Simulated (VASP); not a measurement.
# CaO (Fm-3m) in VASP: single point with r2SCAN

Aim: the single point of CaO with r2SCAN.

Everything below comes from runs of VASP 6.6.1. Logs are shortened: lines on timing, memory, paths and dates and some standing lists are left out, and cuts for length are marked.

## (1) The cell of the first run

The structure is cubic, space group Fm-3m (No. 225). The conventional cell has a = 5.042 Å, b = 5.042 Å, c = 5.042 Å, α = 90.00°, β = 90.00°, γ = 90.00°. Ca (site symmetry m-3m) has 6 O at 2.52 Å within 3.3 Å. O (site symmetry m-3m) has 6 Ca at 2.52 Å within 3.3 Å.

## (2) Single point, r2SCAN

The input, POSCAR:

```
CaO
1.0
    0.0000000000      2.5208105600      2.5208105600
    2.5208105600      0.0000000000      2.5208105600
    2.5208105600      2.5208105600      0.0000000000
Ca O
1 1
Direct
    0.0000000000      0.0000000000      0.0000000000
    0.5000000000      0.5000000000      0.5000000000
```

The input, INCAR.step1:

```
PREC = Accurate
ENCUT = 520
ISMEAR = -1
SIGMA = 0.1
LREAL = F
LASPH = T
NELM = 80
NBANDS = 15
GGA = PE
ALGO = Normal
EDIFF = 1E-4
LWAVE = T
LCHARG = F
```

The input, INCAR.step2:

```
PREC = Accurate
ENCUT = 520
EDIFF = 1E-7
ISMEAR = -1
SIGMA = 0.1
LREAL = F
LASPH = T
NELM = 80
ALGO = Normal
ISIF = 2
LWAVE = F
LCHARG = T
METAGGA = R2SCAN
LMIXTAU = T
LELF = T
LVHAR = T
NBANDS = 15
ISTART = 1
```

The input, KPOINTS:

```
Automatic mesh
0
Gamma
  6 6 6
```

Potentials or basis: VASP PAW PBE potentials, release 64 (Ca_sv, O).

Started as:

```sh
> cat potpaw_PBE.64/Ca_sv/POTCAR potpaw_PBE.64/O/POTCAR > POTCAR
> cp INCAR.step1 INCAR
> mpirun -np 1 vasp_std > vasp.out
> cp INCAR.step2 INCAR
> mpirun -np 1 vasp_std > vasp.out
```

OUTCAR:

```text
PREC = Accurate
   ENCUT = 520
   EDIFF = 1E-7
   ISMEAR = -1
   LREAL = F
   LASPH = T
   NELM = 80
   ISIF = 2
   METAGGA = R2SCAN
   ISTART = 1

 ion  position               nearest neighbor table
   1  0.000  0.000  0.000-   2 2.52   2 2.52   2 2.52   2 2.52   2 2.52   2 2.52
   2  0.500  0.500  0.500-   1 2.52   1 2.52   1 2.52   1 2.52   1 2.52   1 2.52

  LATTYP: Found a face centered cubic cell.
 ALAT       =     5.0416211200

  Lattice vectors:

 A1 = (   0.0000000000,   2.5208105600,   2.5208105600)
 A2 = (   2.5208105600,   0.0000000000,   2.5208105600)
 A3 = (   2.5208105600,   2.5208105600,   0.0000000000)

Analysis of symmetry for initial positions (statically):
=====================================================================
 Subroutine PRICEL returns:
 Original cell was already a primitive cell.

 Routine SETGRP: Setting up the symmetry group for a
 face centered cubic supercell.

 Subroutine GETGRP returns: Found 48 space group operations
 (whereof 48 operations were pure point group operations)
 out of a pool of 48 trial point group operations.

The static configuration has the point symmetry O_h .

Analysis of symmetry for dynamics (positions and initial velocities):
=====================================================================
 Subroutine PRICEL returns:
 Original cell was already a primitive cell.

 Routine SETGRP: Setting up the symmetry group for a
 face centered cubic supercell.

 Subroutine GETGRP returns: Found 48 space group operations
 (whereof 48 operations were pure point group operations)
 out of a pool of 48 trial point group operations.

The dynamic configuration has the point symmetry O_h .

 Subroutine INISYM returns: Found 48 space group operations
 (whereof 48 operations are pure point group operations),
 and found     1 'primitive' translations

----------------------------------------------------------------------------------------

                                     Primitive cell

  volume of cell :      32.0369

  direct lattice vectors                    reciprocal lattice vectors
     0.000000000  2.520810560  2.520810560    -0.198348899  0.198348899  0.198348899
     2.520810560  0.000000000  2.520810560     0.198348899 -0.198348899  0.198348899
     2.520810560  2.520810560  0.000000000     0.198348899  0.198348899 -0.198348899

  length of vectors
     3.564964482  3.564964482  3.564964482     0.343550371  0.343550371  0.343550371

  position of ions in fractional coordinates (direct lattice)
     0.000000000  0.000000000  0.000000000
     0.500000000  0.500000000  0.500000000

  ion indices of the primitive-cell ions
   primitive index   ion index
                 1           1
                 2           2

----------------------------------------------------------------------------------------

 KPOINTS: Automatic mesh

Automatic generation of k-mesh.
 Grid dimensions read from file:
 generate k-points for:    6    6    6

 Generating k-lattice:

  Cartesian coordinates                     Fractional coordinates (reciprocal lattice)
    -0.033058150  0.033058150  0.033058150     0.166666667  0.000000000  0.000000000
     0.033058150 -0.033058150  0.033058150     0.000000000  0.166666667  0.000000000
     0.033058150  0.033058150 -0.033058150     0.000000000  0.000000000  0.166666667

  Length of vectors
     0.057258395  0.057258395  0.057258395

  Shift w.r.t. Gamma in fractional coordinates (k-lattice)
     0.000000000  0.000000000  0.000000000

 Subroutine IBZKPT returns following result:
 ===========================================

 Found     16 irreducible k-points:

 Following reciprocal coordinates:
            Coordinates               Weight
  0.000000  0.000000  0.000000      1.000000
  0.166667  0.000000  0.000000      8.000000
  0.333333  0.000000  0.000000      8.000000
  0.500000  0.000000  0.000000      4.000000
  0.166667  0.166667  0.000000      6.000000
  0.333333  0.166667  0.000000     24.000000
[... 8 lines left out ...]
 -0.333333  0.333333  0.166667     24.000000
 -0.333333  0.500000  0.166667     12.000000
   k-points           NKPTS =     16   k-points in BZ     NKDIM =     16   number of bands    NBANDS=     15
   number of dos      NEDOS =    301   number of ions     NIONS =      2
   total plane-waves  NPLWV =  21952
   dimension x,y,z NGX =    28 NGY =   28 NGZ =   28
   dimension x,y,z NGXF=    56 NGYF=   56 NGZF=   56
   ions per type =               1   1
   NGX,Y,Z   is equivalent  to a cutoff of  13.06, 13.06, 13.06 a.u.
   NGXF,Y,Z  is equivalent  to a cutoff of  26.11, 26.11, 26.11 a.u.
 SYSTEM =  unknown system
   PREC   = accura    normal or accurate (medium, high low for compatibility)
   ISTART =      1    job   : 0-new  1-cont  2-samecut
   ICHARG =      0    charge: 1-file 2-atom 10-const
   ISPIN  =      1    spin polarized calculation?
   LNONCOLLINEAR =      F non collinear calculations
   LSORBIT =      F    spin-orbit coupling
   LASPH  =      T    aspherical Exc in radial PAW
   ENCUT  =  520.0 eV  38.22 Ry    6.18 a.u.   6.63  6.63  6.63*2*pi/ulx,y,z
   NELM   =     80;   NELMIN=  2; NELMDL=  0     # of ELM steps
   EDIFF  = 0.1E-06   stopping-criterion for ELM
   LREAL  =      F    real-space projection
   EDIFFG = 0.1E-05   stopping-criterion for IOM
   NSW    =      0    number of steps for IOM
   IBRION =     -1    ionic relax: 0-MD 1-quasi-New 2-CG
   NFREE  =      0    steps in history (QN), initial steepest desc. (CG)
   ISIF   =      2    stress and relaxation
   ISYM   =      2    0-nonsym 1-usesym 2-fastsym
   POTIM  = 0.5000    time-step for ionic-motion
   TEBEG  =    0.0;   TEEND  =   0.0 temperature during run
   PSTRESS=    0.0 pullay stress
   NELECT =      16.0000    total number of electrons
   NUPDOWN=      -1.0000    fix difference up-down
   EMIN   =  10.00;   EMAX   =-10.00  energy-range for DOS
   EFERMI =   0.00;   METHOD = LEGACY
   ISMEAR =    -1;   SIGMA  =   0.10  broadening in eV -4-tet -1-fermi 0-gaus
   EFERMI_NEDOS =   21; number of points for ismear=-14 and -15
   IALGO  =     38    algorithm
   IMIX   =      4    mixing-type and parameters
     AMIX     =   0.40;   BMIX     =  1.00
     AMIX_MAG =   1.60;   BMIX_MAG =  1.00
  volume/ion in A,a.u.               =      16.02       108.10
  Fermi-wavevector in a.u.,A,eV,Ry     =   1.298867  2.454502 22.953776  1.687055
  Thomas-Fermi vector in A             =   2.430167
   LORBIT       =      0    0 simple, 1 ext, 2 COOP (PROOUT), +10 PAW based schemes
   METAGGA = R2SCAN    functional components
   LHFCALC =     F    Hartree Fock is set to
   AEXX    =    0.0000 exact exchange contribution
   IVDW    =     0    specifies the selected vdW correction
   LEPSILON=     F    determine dielectric tensor
   LRPA    =     F    only Hartree local field effects (RPA)
 non-spin polarized calculation
  energy-cutoff  :      520.00
  volume of cell :       32.04
 maximum number of plane-waves:       881
 NGX is ok and might be reduce to    28
   NGX = 13   NGY = 13   NGZ = 13

 number of electron      15.9999997 magnetization

 Free energy of the ion-electron system (eV)
  ---------------------------------------------------
  ext. energy  EPLUGINS =         0.00000000
  ---------------------------------------------------
  free energy    TOTEN  =       -19.27669471 eV

  energy without entropy =      -19.27669471  energy(sigma->0) =      -19.27669471

 E-fermi :   3.4173     XC(G=0): -10.3395

 val. band max:        1.2795760890   @ k =   0.0000   0.0000   0.0000
 cond. band min:       5.4542027478   @ k =   0.5000   0.5000   0.0000
 fundamental gap:      4.1746266588
 Fermi energy:         3.4172801772

 k-point     1 :       0.0000    0.0000    0.0000
  band No.  band energies     occupation
      1     -38.4245      2.00000
      2     -18.3903      2.00000
      3     -18.3903      2.00000
      4     -18.3902      2.00000
      5     -14.9315      2.00000
      6       1.2796      2.00000
      7       1.2796      2.00000
      8       1.2796      2.00000
      9       5.5932      0.00000
     10       7.7404      0.00000
     11       7.7405      0.00000
     12       7.7405      0.00000
     13       9.1012      0.00000
     14       9.1012      0.00000
     15      16.1051      0.00000

 k-point     2 :       0.1667    0.0000    0.0000
  band No.  band energies     occupation
      1     -38.4115      2.00000
      2     -18.5770      2.00000
      3     -18.3990      2.00000
      4     -18.3990      2.00000
      5     -14.7224      2.00000
      6       0.5263      2.00000
      7       1.0128      2.00000
      8       1.0128      2.00000
      9       6.6566      0.00000
     10       7.6795      0.00000
     11       8.1312      0.00000
     12       8.1313      0.00000
     13       9.5991      0.00000
     14       9.5991      0.00000
     15      16.7151      0.00000

 k-point     3 :       0.3333    0.0000    0.0000
  band No.  band energies     occupation
      1     -38.3855      2.00000
      2     -18.9016      2.00000
      3     -18.4163      2.00000
      4     -18.4162      2.00000
      5     -14.3501      2.00000
      6      -0.5605      2.00000
      7       0.5460      2.00000
      8       0.5460      2.00000
      9       7.9122      0.00000
     10       8.5230      0.00000
     11       9.0183      0.00000
     12       9.0183      0.00000
     13      10.6510      0.00000
     14      10.6510      0.00000
     15      15.6823      0.00000
[... 199 lines left out ...]
 k-point    15 :      -0.3333    0.3333    0.1667
  band No.  band energies     occupation
      1     -38.3603      2.00000
      2     -18.8157      2.00000
      3     -18.5858      2.00000
      4     -18.5049      2.00000
      5     -14.4256      2.00000
      6      -0.2463      2.00000
      7       0.2798      2.00000
      8       0.4207      2.00000
      9       7.9121      0.00000
     10       7.9143      0.00000
     11       9.6535      0.00000
     12      10.1702      0.00000
     13      11.0301      0.00000
     14      13.5096      0.00000
     15      14.2176      0.00000

 k-point    16 :      -0.3333    0.5000    0.1667
  band No.  band energies     occupation
      1     -38.3564      2.00000
      2     -18.6931      2.00000
      3     -18.6046      2.00000
      4     -18.5831      2.00000
      5     -14.5624      2.00000
      6       0.0872      2.00000
      7       0.3655      2.00000
      8       0.5113      2.00000
      9       6.6233      0.00000
     10       8.9130      0.00000
     11       9.3424      0.00000
     12      10.5432      0.00000
     13      10.7117      0.00000
     14      13.5715      0.00000
     15      14.1754      0.00000

------------------------ aborting loop because EDIFF is reached ----------------------------------------

  FORCE on cell =-STRESS in cart. coord.  units (eV):
  Direction    XX          YY          ZZ          XY          YZ          ZX
  --------------------------------------------------------------------------------------
  -------------------------------------------------------------------------------------
  Total       -2.4312605     -2.4312605     -2.4312605      0.0000000      0.0000000      0.0000000
  in kB     -121.5882070   -121.5882070   -121.5882070      0.0000000      0.0000000      0.0000000
  external PRESSURE =    -121.5882070 kB  Pullay stress =       0.0000000 kB

 VOLUME and BASIS-vectors are now :
 -----------------------------------------------------------------------------
  energy-cutoff  :      520.00
  volume of cell :       32.04
      direct lattice vectors                 reciprocal lattice vectors
     0.000000000  2.520810560  2.520810560    -0.198348899  0.198348899  0.198348899
     2.520810560  0.000000000  2.520810560     0.198348899 -0.198348899  0.198348899
     2.520810560  2.520810560  0.000000000     0.198348899  0.198348899 -0.198348899

 POSITION                                       TOTAL-FORCE (eV/Angst)
 -----------------------------------------------------------------------------------
      0.00000      0.00000      0.00000         0.000000      0.000000      0.000000
      2.52081      2.52081      2.52081         0.000000      0.000000     -0.000000
 -----------------------------------------------------------------------------------
    total drift:                                0.000000      0.000000      0.000000

  FREE ENERGIE OF THE ION-ELECTRON SYSTEM (eV)
  ---------------------------------------------------
  free  energy   TOTEN  =       -19.2766947098 eV

  energy  without entropy=      -19.2766947097  energy(sigma->0) =      -19.27669471
```

Run time: 2.2 min. Hardware: 1 thread of AMD EPYC 7R13, shared host; peak memory 0.13 GiB.

What came out:

| Quantity | Value |
| --- | --- |
| Free energy | -19.2767 eV |
| Pressure | -12.2 GPa |
| Band gap on the k mesh | 4.17 eV, indirect (least direct gap 4.31 eV) |

Levels at points of the mesh, in eV from the valence-band top:
| k point | band 4 | band 5 | band 6 | band 7 | band 8 | band 9 | band 10 | band 11 | band 12 | band 13 |
| --- | --- | --- | --- | --- | --- | --- | --- | --- | --- | --- |
| (0.00, 0.00, 0.00) | -19.67 | -16.21 | 0.00 | 0.00 | 0.00 | 4.31 | 6.46 | 6.46 | 6.46 | 7.82 |
| (0.50, 0.00, 0.00) | -19.70 | -15.46 | -2.29 | -0.94 | -0.94 | 7.01 | 8.11 | 8.25 | 8.25 | 10.01 |
| (0.50, 0.50, 0.00) | -19.81 | -16.00 | -1.32 | -0.39 | -0.39 | 4.17 | 7.73 | 8.80 | 9.26 | 9.26 |

Caveat: the PAW data sets were made with another functional, which shifts forces and pressure a little.
